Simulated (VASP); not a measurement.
# ZnSb2C (P-4m2) in VASP: a series of runs

ZnSb2C is run at these levels: PBE; tasks: single point.

All numbers are computed with VASP 6.6.1; they aren't measurements. Logs are shortened: lines on timing, memory, paths and dates and some standing lists are left out, and cuts for length are marked.

### 1 The cell of the first run

Symmetry: P-4m2, No. 115, tetragonal system. Conventional cell: a = 3.826 Å, b = 3.826 Å, c = 11.561 Å, α = 90.00°, β = 90.00°, γ = 90.00°. Zn (site symmetry 2mm) has 4 Sb at 2.55 to 2.60 Å within 3.4 Å. Within 3.4 Å of Sb (site symmetry -4m2) lie 4 Zn at 2.55 Å. Sb (site symmetry 2mm) has 2 C at 2.26 Å and 2 Zn at 2.60 Å within 3.0 Å. Sb (site symmetry -4m2) has 4 C at 2.23 Å within 2.9 Å. C (site symmetry 2mm) has 4 Sb at 2.23 to 2.26 Å within 2.9 Å.

### 2 Single point, PBE (volume changed by -6%)

File INCAR:

```
SYSTEM = ZnSb2C
  ALGO = Normal
  EDIFF = 1E-6
  ENCUT = 520
  GGA = PE
  ISIF = 2
  ISMEAR = -1
  LASPH = .True.
  LCHARG = .False.
  LREAL = .False.
  LWAVE = .False.
  NBANDS = 36
  NELM = 60
  PREC = Accurate
  SIGMA = 0.02
```

File KPOINTS:

```
k-points
0
Gamma
  6 6 2
  0 0 0
```

File POSCAR:

```
ZnSb2C
1.0
    3.8262388115      0.0000000000      0.0000000000
    0.0000000000      3.8262388115      0.0000000000
    0.0000000000      0.0000000000     11.5613061539
Zn Sb C
2 4 2
Direct
    0.5000000000      0.0000000000      0.8547331895
    0.0000000000      0.5000000000      0.1452668105
    0.5000000000      0.5000000000      0.0000000000
    0.0000000000      0.0000000000      0.2974351206
    0.5000000000      0.5000000000      0.5000000000
    0.0000000000      0.0000000000      0.7025648794
    0.5000000000      0.0000000000      0.4011644414
    0.0000000000      0.5000000000      0.5988355586
```

Potentials or basis: VASP PAW PBE potentials, release 64 (Zn, Sb, C).

Run with:

```
$ cat potpaw_PBE.64/Zn/POTCAR potpaw_PBE.64/Sb/POTCAR potpaw_PBE.64/C/POTCAR > POTCAR
$ mpirun -np 1 vasp_std > vasp.out
```

OUTCAR:

```text
SYSTEM = ZnSb2C
   EDIFF = 1E-6
   ENCUT = 520
   GGA = PE
   ISIF = 2
   ISMEAR = -1
   LASPH = .True.
   LREAL = .False.
   NELM = 60
   PREC = Accurate

 ion  position               nearest neighbor table
   1  0.500  0.000  0.855-   3 2.55   3 2.55   6 2.60   6 2.60
   2  0.000  0.500  0.145-   3 2.55   3 2.55   4 2.60   4 2.60
   3  0.500  0.500  0.000-   1 2.55   2 2.55   1 2.55   2 2.55
   4  0.000  0.000  0.297-   7 2.26   7 2.26   2 2.60   2 2.60   5 3.58   5 3.58   5 3.58   5 3.58

   5  0.500  0.500  0.500-   7 2.23   8 2.23   7 2.23   8 2.23   4 3.58   6 3.58   4 3.58   4 3.58
                             6 3.58   6 3.58   4 3.58   6 3.58
   6  0.000  0.000  0.703-   8 2.26   8 2.26   1 2.60   1 2.60   5 3.58   5 3.58   5 3.58   5 3.58

   7  0.500  0.000  0.401-   5 2.23   5 2.23   4 2.26   4 2.26
   8  0.000  0.500  0.599-   5 2.23   5 2.23   6 2.26   6 2.26

  LATTYP: Found a simple tetragonal cell.
 ALAT       =     3.8262388115
 C/A-ratio  =     3.0215850927

  Lattice vectors:

 A1 = (   3.8262388115,   0.0000000000,   0.0000000000)
 A2 = (   0.0000000000,   3.8262388115,   0.0000000000)
 A3 = (   0.0000000000,   0.0000000000,  11.5613061539)

Analysis of symmetry for initial positions (statically):
=====================================================================
 Subroutine PRICEL returns:
 Original cell was already a primitive cell.

 Routine SETGRP: Setting up the symmetry group for a
 simple tetragonal supercell.

 Subroutine GETGRP returns: Found  8 space group operations
 (whereof  8 operations were pure point group operations)
 out of a pool of 16 trial point group operations.

The static configuration has the point symmetry D_2d.

Analysis of symmetry for dynamics (positions and initial velocities):
=====================================================================
 Subroutine PRICEL returns:
 Original cell was already a primitive cell.

 Routine SETGRP: Setting up the symmetry group for a
 simple tetragonal supercell.

 Subroutine GETGRP returns: Found  8 space group operations
 (whereof  8 operations were pure point group operations)
 out of a pool of 16 trial point group operations.

The dynamic configuration has the point symmetry D_2d.

 Subroutine INISYM returns: Found  8 space group operations
 (whereof  8 operations are pure point group operations),
 and found     1 'primitive' translations

----------------------------------------------------------------------------------------

                                     Primitive cell

  volume of cell :     169.2587

  direct lattice vectors                    reciprocal lattice vectors
     3.826238812  0.000000000  0.000000000     0.261353263  0.000000000  0.000000000
     0.000000000  3.826238812  0.000000000     0.000000000  0.261353263  0.000000000
     0.000000000  0.000000000 11.561306154     0.000000000  0.000000000  0.086495417

  length of vectors
     3.826238812  3.826238812 11.561306154     0.261353263  0.261353263  0.086495417

  position of ions in fractional coordinates (direct lattice)
     0.500000000  0.000000000  0.854733190
     0.000000000  0.500000000  0.145266810
     0.500000000  0.500000000  0.000000000
     0.000000000  0.000000000  0.297435121
     0.500000000  0.500000000  0.500000000
     0.000000000  0.000000000  0.702564879
     0.500000000  0.000000000  0.401164441
     0.000000000  0.500000000  0.598835559

  ion indices of the primitive-cell ions
   primitive index   ion index
                 1           1
                 2           2
                 3           3
                 4           4
                 5           5
                 6           6
                 7           7
                 8           8

----------------------------------------------------------------------------------------

 KPOINTS: k-points

Automatic generation of k-mesh.
 Grid dimensions read from file:
 generate k-points for:    6    6    2

 Generating k-lattice:

  Cartesian coordinates                     Fractional coordinates (reciprocal lattice)
     0.043558877  0.000000000  0.000000000     0.166666667  0.000000000  0.000000000
     0.000000000  0.043558877  0.000000000     0.000000000  0.166666667  0.000000000
     0.000000000  0.000000000  0.043247709     0.000000000  0.000000000  0.500000000

  Length of vectors
     0.043558877  0.043558877  0.043247709

  Shift w.r.t. Gamma in fractional coordinates (k-lattice)
     0.000000000  0.000000000  0.000000000

 Subroutine IBZKPT returns following result:
 ===========================================

 Found     20 irreducible k-points:

 Following reciprocal coordinates:
            Coordinates               Weight
  0.000000  0.000000  0.000000      1.000000
  0.166667  0.000000  0.000000      4.000000
  0.333333  0.000000  0.000000      4.000000
  0.500000  0.000000  0.000000      2.000000
  0.166667  0.166667  0.000000      4.000000
  0.333333  0.166667  0.000000      8.000000
[... 12 lines left out ...]
  0.500000  0.333333  0.500000      4.000000
  0.500000  0.500000  0.500000      1.000000
   k-points           NKPTS =     20   k-points in BZ     NKDIM =     20   number of bands    NBANDS=     36
   number of dos      NEDOS =    301   number of ions     NIONS =      8
   total plane-waves  NPLWV =  70560
   dimension x,y,z NGX =    28 NGY =   28 NGZ =   90
   dimension x,y,z NGXF=    56 NGYF=   56 NGZF=  180
   ions per type =               2   4   2
   NGX,Y,Z   is equivalent  to a cutoff of  12.17, 12.17, 12.94 a.u.
   NGXF,Y,Z  is equivalent  to a cutoff of  24.33, 24.33, 25.88 a.u.
 SYSTEM =  ZnSb2C
   PREC   = accura    normal or accurate (medium, high low for compatibility)
   ISTART =      0    job   : 0-new  1-cont  2-samecut
   ICHARG =      2    charge: 1-file 2-atom 10-const
   ISPIN  =      1    spin polarized calculation?
   LNONCOLLINEAR =      F non collinear calculations
   LSORBIT =      F    spin-orbit coupling
   LASPH  =      T    aspherical Exc in radial PAW
   ENCUT  =  520.0 eV  38.22 Ry    6.18 a.u.   7.11  7.11 21.50*2*pi/ulx,y,z
   NELM   =     60;   NELMIN=  2; NELMDL= -5     # of ELM steps
   EDIFF  = 0.1E-05   stopping-criterion for ELM
   LREAL  =      F    real-space projection
[... 7 lines left out ...]
   TEBEG  =    0.0;   TEEND  =   0.0 temperature during run
   PSTRESS=    0.0 pullay stress
   NELECT =      52.0000    total number of electrons
   NUPDOWN=      -1.0000    fix difference up-down
   EMIN   =  10.00;   EMAX   =-10.00  energy-range for DOS
   EFERMI =   0.00;   METHOD = LEGACY
   ISMEAR =    -1;   SIGMA  =   0.02  broadening in eV -4-tet -1-fermi 0-gaus
   EFERMI_NEDOS =   21; number of points for ismear=-14 and -15
   IALGO  =     38    algorithm
   IMIX   =      4    mixing-type and parameters
     AMIX     =   0.40;   BMIX     =  1.00
     AMIX_MAG =   1.60;   BMIX_MAG =  1.00
  volume/ion in A,a.u.               =      21.16       142.78
  Fermi-wavevector in a.u.,A,eV,Ry     =   1.104652  2.087490 16.602600  1.220257
  Thomas-Fermi vector in A             =   2.241128
   LORBIT       =      0    0 simple, 1 ext, 2 COOP (PROOUT), +10 PAW based schemes
   GGA     = PE    functional components
[... 5 lines left out ...]
 non-spin polarized calculation
  energy-cutoff  :      520.00
  volume of cell :      169.26
 maximum number of plane-waves:      4592
   NGX = 15   NGY = 15   NGZ = 43

 number of electron      51.9999967 magnetization

 Free energy of the ion-electron system (eV)
  ---------------------------------------------------
  ext. energy  EPLUGINS =         0.00000000
  ---------------------------------------------------
  free energy    TOTEN  =       -31.23762679 eV

  energy without entropy =      -31.23391115  energy(sigma->0) =      -31.23576897

 E-fermi :   6.3405     XC(G=0):  -9.9079

 val. band max:        6.2755076053   @ k =   0.5000   0.0000   0.5000
 cond. band min:       6.3475959588   @ k =   0.1667   0.0000   0.5000
 fundamental gap:      0.0720883536
 Fermi energy:         6.3404888117

 k-point     1 :       0.0000    0.0000    0.0000
  band No.  band energies     occupation
      1      -8.8816      2.00000
      2      -7.0157      2.00000
      3      -4.7021      2.00000
      4      -3.5522      2.00000
      5      -2.3428      2.00000
      6      -1.3680      2.00000
[... 28 lines left out ...]
     35      10.3499      0.00000
     36      11.1546      0.00000

 k-point     2 :       0.1667    0.0000    0.0000
  band No.  band energies     occupation
      1      -8.6472      2.00000
      2      -6.8484      2.00000
      3      -4.5256      2.00000
      4      -3.5789      2.00000
      5      -2.4855      2.00000
      6      -1.3598      2.00000
[... 28 lines left out ...]
     35      10.9173      0.00000
     36      10.9963      0.00000

 k-point     3 :       0.3333    0.0000    0.0000
  band No.  band energies     occupation
      1      -7.9806      2.00000
      2      -6.5688      2.00000
      3      -4.3674      2.00000
      4      -3.7648      2.00000
      5      -2.6170      2.00000
      6      -1.8125      2.00000
[... 28 lines left out ...]
     35      10.5982      0.00000
     36      11.2965      0.00000
[... 586 lines left out ...]
 k-point    19 :       0.5000    0.3333    0.5000
  band No.  band energies     occupation
      1      -6.2757      2.00000
      2      -6.0441      2.00000
      3      -3.8976      2.00000
      4      -3.7009      2.00000
      5      -3.0621      2.00000
      6      -3.0402      2.00000
[... 28 lines left out ...]
     35      10.7038      0.00000
     36      11.0135      0.00000

 k-point    20 :       0.5000    0.5000    0.5000
  band No.  band energies     occupation
      1      -5.5263      2.00000
      2      -5.5263      2.00000
      3      -4.5896      2.00000
      4      -3.7676      2.00000
      5      -3.5707      2.00000
      6      -2.8786      2.00000
[... 28 lines left out ...]
     35      11.3941      0.00000
     36      11.5836      0.00000

------------------------ aborting loop because EDIFF is reached ----------------------------------------

  FORCE on cell =-STRESS in cart. coord.  units (eV):
  Direction    XX          YY          ZZ          XY          YZ          ZX
  --------------------------------------------------------------------------------------
  -------------------------------------------------------------------------------------
  Total        5.1978220      5.1978220      4.8572785      0.0000000      0.0000000     -0.0000000
  in kB       49.2017944     49.2017944     45.9782610      0.0000000      0.0000000     -0.0000000
  external PRESSURE =      48.1272833 kB  Pullay stress =       0.0000000 kB

 VOLUME and BASIS-vectors are now :
 -----------------------------------------------------------------------------
  energy-cutoff  :      520.00
  volume of cell :      169.26
      direct lattice vectors                 reciprocal lattice vectors
     3.826238812  0.000000000  0.000000000     0.261353263  0.000000000  0.000000000
     0.000000000  3.826238812  0.000000000     0.000000000  0.261353263  0.000000000
     0.000000000  0.000000000 11.561306154     0.000000000  0.000000000  0.086495417

 POSITION                                       TOTAL-FORCE (eV/Angst)
 -----------------------------------------------------------------------------------
      1.91312      0.00000      9.88183        -0.000000      0.000000     -0.067563
      0.00000      1.91312      1.67947        -0.000000      0.000000      0.067563
      1.91312      1.91312      0.00000        -0.000000      0.000000      0.000000
      0.00000      0.00000      3.43874        -0.000000      0.000000     -0.169873
      1.91312      1.91312      5.78065        -0.000000      0.000000      0.000000
      0.00000      0.00000      8.12257        -0.000000      0.000000      0.169873
      1.91312      0.00000      4.63798         0.000000      0.000000      0.078773
      0.00000      1.91312      6.92332        -0.000000     -0.000000     -0.078773
 -----------------------------------------------------------------------------------
    total drift:                                0.000000     -0.000000     -0.000000

  FREE ENERGIE OF THE ION-ELECTRON SYSTEM (eV)
  ---------------------------------------------------
  free  energy   TOTEN  =       -31.2376267859 eV

  energy  without entropy=      -31.2339111468  energy(sigma->0) =      -31.23576897
```

Run time: 4.3 min. Hardware: 1 thread of Oxide Virtual Turin-like, shared host; peak memory 0.28 GiB.

Results:

```yaml
Free_energy: -31.2376 eV
Pressure: 4.8 GPa
Largest_force: 0.170 eV/Å
Band_gap_on_the_k_mesh: zero (band 26 reaches 6.35 eV, above the bottom of band 27 at 6.08 eV)
```

Forces in eV/Å, atoms in the order of the input:
```
Zn   0.000  0.000 -0.068
Zn   0.000  0.000  0.068
Sb   0.000  0.000  0.000
Sb   0.000  0.000 -0.170
Sb   0.000  0.000  0.000
Sb   0.000  0.000  0.170
C    0.000  0.000  0.079
C    0.000  0.000 -0.079
```

Caveat: spin-orbit coupling is left out, which moves the levels of the heavy elements.

(Continued in part 2 of 2.)
